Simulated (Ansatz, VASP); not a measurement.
## Two plane-wave programs on HfO2

The input INCAR:

```
SYSTEM = HfO2
PREC = Accurate
ENCUT = 520
EDIFF = 1E-6
ISMEAR = -1
SIGMA = 0.1
LREAL = .False.
LASPH = .True.
NELM = 60
ALGO = Normal
ISIF = 2
LWAVE = .False.
LCHARG = .False.
GGA = PS
NBANDS = 18
```

Contents of KPOINTS:

```
regular mesh
0
Gamma
  11 11 11
  0 0 0
```

POSCAR

```
HfO2
1.0
    0.0000000000      2.5217669310      2.5217669310
    2.5217669310      0.0000000000      2.5217669310
    2.5217669310      2.5217669310      0.0000000000
Hf O
1 2
Direct
    0.0000000000      0.0000000000      0.0000000000
    0.2500000000      0.2500000000      0.2500000000
    0.7500000000      0.7500000000      0.7500000000
```

Input for Ansatz:

```yaml
crystal:
  lattice:
    - [0.0, 2.521766931, 2.521766931]
    - [2.521766931, 0.0, 2.521766931]
    - [2.521766931, 2.521766931, 0.0]
  atoms:
    - { symbol: Hf, position: [0.0, 0.0, 0.0] }
    - { symbol: O, position: [0.25, 0.25, 0.25] }
    - { symbol: O, position: [0.75, 0.75, 0.75] }
kpoints:
  mp_grid: { grid: [11, 11, 11] }
  band_path:
    path:
      - [0.0, 0.0, 0.0]
      - [0.5, 0.0, 0.5]
      - [0.625, 0.25, 0.625]
      - [0.375, 0.375, 0.75]
      - [0.0, 0.0, 0.0]
      - [0.5, 0.5, 0.5]
      - [0.5, 0.25, 0.75]
      - [0.5, 0.0, 0.5]
    npoints: 8
scf:
  occupations: { method: fermi_dirac, width: 0.1 }
hamiltonian:
  xc: pbesol
  pseudopotentials: { kind: paw }
output:
  forces: true
  stress: true
  eigenvalues: true
  populations: true
  dos: { projected: true, de: 0.2, e_range: [-14, 8] }
  write_density: true
  write_potential: true
  elf: true
  volumetric_format: npy
```

Change from the starting cell: volume scaled by 1, PAW files.

Alike in both runs: task single point; functional PBEsol; k mesh 11 × 11 × 11; occupations fermi-dirac, width 0.1 eV; no spin polarisation.

|  | VASP | Ansatz |
| --- | --- | --- |
| version | VASP 6.6.1 | Ansatz 0.2.0 |
| potentials or method | VASP PAW PBE potentials, release 64 (Hf_pv, O) | PAW with Ansatz's default frozen-core files, scalar-relativistic |
| plane-wave cutoff (eV) | 520 | 420 |
| valence electrons in the cell | 22 | 38 |

|  | VASP | Ansatz | Ansatz less VASP |
| --- | --- | --- | --- |
| gap on the k mesh at the Fermi level (eV) | 3.79 | 3.77 | -0.023 |
| pressure (GPa) | -3.7 | 0.0 | +3.71 |

VASP's potentials were made for PBE, not for PBEsol. The functional is the same, so the differences come from potentials, cutoffs and numerics. VASP's potentials hold 22 valence electrons a cell and Ansatz's 38, so a difference there can come from the potentials and not from the codes.

Spin-orbit coupling is off throughout.
